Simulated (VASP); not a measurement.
# Pt (P6_3/mmc) in VASP: notebook

Pt is run at these levels: r2SCAN; tasks: single point.

Everything below comes from runs of VASP 6.6.1. Logs are shortened: lines on timing, memory, paths and dates and some standing lists are left out, and cuts for length are marked.

**1. The cell of the first run**

The structure is hexagonal, space group P6_3/mmc (No. 194). The conventional cell has a = 2.692 Å, b = 2.692 Å, c = 4.694 Å, α = 90.00°, β = 90.00°, γ = 120.00°. Within 3.5 Å of Pt (site symmetry -6m2) lie 12 Pt at 2.69 to 2.81 Å.

This isn't the form of Pt at room conditions, which is fcc.

**2. Single point, r2SCAN (strain -0.015 along x and y, -0.015 along z)**

File POSCAR:

```
Pt
1.0
    2.6919747748      0.0000000000      0.0000000000
   -1.3459873874      2.3313185413      0.0000000000
    0.0000000000      0.0000000000      4.6938729642
Pt
2
Direct
    0.6666666667      0.3333333333      0.7500000000
    0.3333333333      0.6666666667      0.2500000000
```

File INCAR.step1:

```
SYSTEM = Pt
  PREC = Accurate
  ENCUT = 630
  ISMEAR = 0
  SIGMA = 0.15
  LREAL = .False.
  LASPH = .True.
  NELM = 120
  NBANDS = 25
  GGA = PE
  ALGO = Normal
  EDIFF = 1E-5
  LWAVE = .True.
  LCHARG = .False.
  GGA_COMPAT = .False.
```

File INCAR.step2:

```
SYSTEM = Pt
  PREC = Accurate
  ENCUT = 630
  EDIFF = 1E-6
  ISMEAR = 0
  SIGMA = 0.15
  LREAL = .False.
  LASPH = .True.
  NELM = 120
  ALGO = Normal
  ISIF = 2
  LWAVE = .False.
  LCHARG = .False.
  METAGGA = R2SCAN
  LMIXTAU = .True.
  NBANDS = 25
  ISTART = 1
  GGA_COMPAT = .False.
```

File KPOINTS:

```
Automatic mesh
0
Gamma
  24 24 12
  0 0 0
```

Potentials or basis: VASP PAW PBE potentials, release 64 (Pt_sv_GW).

Run with:

```sh
cat potpaw_PBE.64/Pt_sv_GW/POTCAR > POTCAR
cp INCAR.step1 INCAR
mpirun -np 1 vasp_std > vasp.out
cp INCAR.step2 INCAR
mpirun -np 1 vasp_std > vasp.out
```

OUTCAR:

```text
SYSTEM = Pt
   PREC = Accurate
   ENCUT = 630
   EDIFF = 1E-6
   ISMEAR = 0
   LREAL = .False.
   LASPH = .True.
   NELM = 120
   ISIF = 2
   METAGGA = R2SCAN
   ISTART = 1

 ion  position               nearest neighbor table
   1  0.667  0.333  0.750-   2 2.81   2 2.81   2 2.81   2 2.81   2 2.81   2 2.81
   2  0.333  0.667  0.250-   1 2.81   1 2.81   1 2.81   1 2.81   1 2.81   1 2.81

  LATTYP: Found a hexagonal cell.
 ALAT       =     2.6919747748
 C/A-ratio  =     1.7436541412

  Lattice vectors:

 A1 = (   2.6919747748,   0.0000000000,   0.0000000000)
 A2 = (  -1.3459873874,   2.3313185413,   0.0000000000)
 A3 = (   0.0000000000,   0.0000000000,   4.6938729642)

Analysis of symmetry for initial positions (statically):
=====================================================================
 Subroutine PRICEL returns:
 Original cell was already a primitive cell.

 Routine SETGRP: Setting up the symmetry group for a
 hexagonal supercell.

 Subroutine GETGRP returns: Found 24 space group operations
 (whereof 12 operations were pure point group operations)
 out of a pool of 24 trial point group operations.

The static configuration has the point symmetry D_3d.
 The point group associated with its full space group is D_6h.

Analysis of symmetry for dynamics (positions and initial velocities):
=====================================================================
 Subroutine PRICEL returns:
 Original cell was already a primitive cell.

 Routine SETGRP: Setting up the symmetry group for a
 hexagonal supercell.

 Subroutine GETGRP returns: Found 24 space group operations
 (whereof 12 operations were pure point group operations)
 out of a pool of 24 trial point group operations.

The dynamic configuration has the point symmetry D_3d.
 The point group associated with its full space group is D_6h.

 Subroutine INISYM returns: Found 24 space group operations
 (whereof 12 operations are pure point group operations),
 and found     1 'primitive' translations

----------------------------------------------------------------------------------------

                                     Primitive cell

  volume of cell :      29.4580

  direct lattice vectors                    reciprocal lattice vectors
     2.691974775  0.000000000  0.000000000     0.371474506  0.214470906  0.000000000
    -1.345987387  2.331318541  0.000000000     0.000000000  0.428941812  0.000000000
     0.000000000  0.000000000  4.693872964     0.000000000  0.000000000  0.213043686

  length of vectors
[... 81 lines left out ...]
   NELM   =    120;   NELMIN=  2; NELMDL=  0     # of ELM steps
   EDIFF  = 0.1E-05   stopping-criterion for ELM
   LREAL  =      F    real-space projection
   EDIFFG = 0.1E-04   stopping-criterion for IOM
   NSW    =      0    number of steps for IOM
   IBRION =     -1    ionic relax: 0-MD 1-quasi-New 2-CG
   NFREE  =      0    steps in history (QN), initial steepest desc. (CG)
   ISIF   =      2    stress and relaxation
   ISYM   =      2    0-nonsym 1-usesym 2-fastsym
   POTIM  = 0.5000    time-step for ionic-motion
   TEBEG  =    0.0;   TEEND  =   0.0 temperature during run
   PSTRESS=    0.0 pullay stress
   NELECT =      36.0000    total number of electrons
   NUPDOWN=      -1.0000    fix difference up-down
   EMIN   =  10.00;   EMAX   =-10.00  energy-range for DOS
   EFERMI =   0.00;   METHOD = LEGACY
   ISMEAR =     0;   SIGMA  =   0.15  broadening in eV -4-tet -1-fermi 0-gaus
   EFERMI_NEDOS =   21; number of points for ismear=-14 and -15
   IALGO  =     38    algorithm
   IMIX   =      4    mixing-type and parameters
     AMIX     =   0.40;   BMIX     =  1.00
     AMIX_MAG =   1.60;   BMIX_MAG =  1.00
  volume/ion in A,a.u.               =      14.73        99.40
  Fermi-wavevector in a.u.,A,eV,Ry     =   1.750281  3.307551 41.681207  3.063482
  Thomas-Fermi vector in A             =   2.821030
   LORBIT       =      0    0 simple, 1 ext, 2 COOP (PROOUT), +10 PAW based schemes
   METAGGA = R2SCAN    functional components
   LHFCALC =     F    Hartree Fock is set to
   AEXX    =    0.0000 exact exchange contribution
   IVDW    =     0    specifies the selected vdW correction
   LEPSILON=     F    determine dielectric tensor
   LRPA    =     F    only Hartree local field effects (RPA)
 non-spin polarized calculation
 Gauss-broadening in eV      SIGMA  =   0.15
  energy-cutoff  :      630.00
  volume of cell :       29.46
 maximum number of plane-waves:      1085
 NGX is ok and might be reduce to    24
   NGX = 11   NGY = 11   NGZ = 19

 number of electron      36.0000000 magnetization

 Free energy of the ion-electron system (eV)
  ---------------------------------------------------
  ext. energy  EPLUGINS =         0.00000000
  ---------------------------------------------------
  free energy    TOTEN  =      -102.66911343 eV

  energy without entropy =     -102.63543862  energy(sigma->0) =     -102.65227602

 E-fermi :  10.8850     XC(G=0): -15.4470

 val. band max:       10.8827055346   @ k =   0.0417   0.0417   0.2500
 cond. band min:      10.8875566799   @ k =   0.2500   0.2500   0.0000
 fundamental gap:      0.0048511453
 Fermi energy:        10.8850009694

 k-point     1 :       0.0000    0.0000    0.0000
  band No.  band energies     occupation
      1     -89.8445      2.00000
      2     -89.8131      2.00000
      3     -43.5723      2.00000
      4     -43.2513      2.00000
      5     -43.2513      2.00000
      6     -43.1981      2.00000
[... 661 lines left out ...]
     24      23.9213      0.00000
     25      25.3043      0.00000

 [... further k-points ...]

------------------------ aborting loop because EDIFF is reached ----------------------------------------

  FORCE on cell =-STRESS in cart. coord.  units (eV):
  Direction    XX          YY          ZZ          XY          YZ          ZX
  --------------------------------------------------------------------------------------
  -------------------------------------------------------------------------------------
  Total        2.5672518      2.5672518      2.0288987     -0.0000000     -0.0000000      0.0000000
  in kB      139.6288361    139.6288361    110.3486456     -0.0000000     -0.0000000      0.0000000
  external PRESSURE =     129.8687726 kB  Pullay stress =       0.0000000 kB

 VOLUME and BASIS-vectors are now :
 -----------------------------------------------------------------------------
  energy-cutoff  :      630.00
  volume of cell :       29.46
      direct lattice vectors                 reciprocal lattice vectors
     2.691974775  0.000000000  0.000000000     0.371474506  0.214470906  0.000000000
    -1.345987387  2.331318541  0.000000000     0.000000000  0.428941812  0.000000000
     0.000000000  0.000000000  4.693872964     0.000000000  0.000000000  0.213043686

 POSITION                                       TOTAL-FORCE (eV/Angst)
 -----------------------------------------------------------------------------------
      1.34599      0.77711      3.52040         0.000000      0.000000      0.000000
     -0.00000      1.55421      1.17347        -0.000000     -0.000000      0.000000
 -----------------------------------------------------------------------------------
    total drift:                               -0.000001      0.000000     -0.000000

  FREE ENERGIE OF THE ION-ELECTRON SYSTEM (eV)
  ---------------------------------------------------
  free  energy   TOTEN  =      -102.6691134280 eV

  energy  without entropy=     -102.6354386200  energy(sigma->0) =     -102.65227602
```

It took 7.3 min on 1 thread of Intel Xeon 6975P-C (Granite Rapids), shared host; peak memory 0.45 GiB.

What came out:

```yaml
Free_energy: -102.6691 eV
Pressure: 13.0 GPa
Band_gap_on_the_k_mesh: zero (bands 18 and 19 overlap by 1.58 eV)
```

Levels at points of the mesh, in eV from the Fermi level:
```tsv
k point	band 16	band 17	band 18	band 19	band 20	band 21
(0.00, 0.00, 0.00)	-2.10	-2.10	-0.85	-0.30	-0.30	5.38
(0.50, 0.00, 0.00)	-0.06	0.39	0.62	2.61	4.27	8.10
(0.00, 0.00, 0.50)	-3.94	-0.96	-0.96	-0.96	-0.96	12.99
(0.50, 0.00, 0.50)	-0.97	0.52	0.52	1.87	1.87	7.45
```

Caveat: the cell differs from its parent crystal (strain -0.015 along x and y, -0.015 along z); the cell stands under pressure; the PAW data sets were made with another functional, which shifts forces and pressure a little; spin-orbit coupling is left out, which moves the levels of the heavy elements.

**3. Single point, r2SCAN (strain -0.015 along x and y, -0.030 along z)**

Edit POSCAR of step 2 so:

```diff
@@ -4,3 +4,3 @@
    -1.3459873874      2.3313185413      0.0000000000
-    0.0000000000      0.0000000000      4.6938729642
+    0.0000000000      0.0000000000      4.6223926652
 Pt
```

File INCAR.step1:

```
SYSTEM = Pt
PREC = Accurate
ENCUT = 630
ISMEAR = 0
SIGMA = 0.15
LREAL = .False.
LASPH = .True.
NELM = 120
NBANDS = 25
GGA = PE
ALGO = Normal
EDIFF = 1E-5
LWAVE = .True.
LCHARG = .False.
GGA_COMPAT = .False.
```

File INCAR.step2:

```
SYSTEM = Pt
PREC = Accurate
ENCUT = 630
EDIFF = 1E-6
ISMEAR = 0
SIGMA = 0.15
LREAL = .False.
LASPH = .True.
NELM = 120
ALGO = Normal
ISIF = 2
LWAVE = .False.
LCHARG = .False.
METAGGA = R2SCAN
LMIXTAU = .True.
NBANDS = 25
ISTART = 1
GGA_COMPAT = .False.
```

File KPOINTS:

```
regular mesh
0
Gamma
  24 24 12
  0 0 0
```

Potentials or basis: VASP PAW PBE potentials, release 64 (Pt_sv_GW).

Run with:

```sh
cat potpaw_PBE.64/Pt_sv_GW/POTCAR > POTCAR
cp INCAR.step1 INCAR
mpirun -np 1 vasp_std > vasp.out
cp INCAR.step2 INCAR
mpirun -np 1 vasp_std > vasp.out
```

Wall time 6.8 min (1 thread of Intel Xeon 6975P-C (Granite Rapids), shared host); peak memory 0.45 GiB.

It converged, with:

```
Free energy            : -102.6262 eV
Pressure               : 17.9 GPa
Band gap on the k mesh : zero (bands 18 and 19 overlap by 1.58 eV)
```

Stress tensor (GPa, compression positive):
```
17.67  0.00  0.00
 0.00 17.67  0.00
 0.00  0.00 18.38
```

Levels at points of the mesh, in eV from the Fermi level:
```csv
k point,band 16,band 17,band 18,band 19,band 20,band 21
"(0.00, 0.00, 0.00)",-2.28,-2.28,-0.81,-0.32,-0.32,5.71
"(0.50, 0.00, 0.00)",0.00,0.32,0.58,2.61,4.28,8.20
"(0.00, 0.00, 0.50)",-4.05,-1.00,-1.00,-1.00,-1.00,13.43
"(0.50, 0.00, 0.50)",-1.02,0.47,0.47,1.86,1.86,7.50
```

Caveat: the cell differs from its parent crystal (strain -0.015 along x and y, -0.030 along z); the cell stands under pressure; the PAW data sets were made with another functional, which shifts forces and pressure a little; spin-orbit coupling is left out, which moves the levels of the heavy elements.
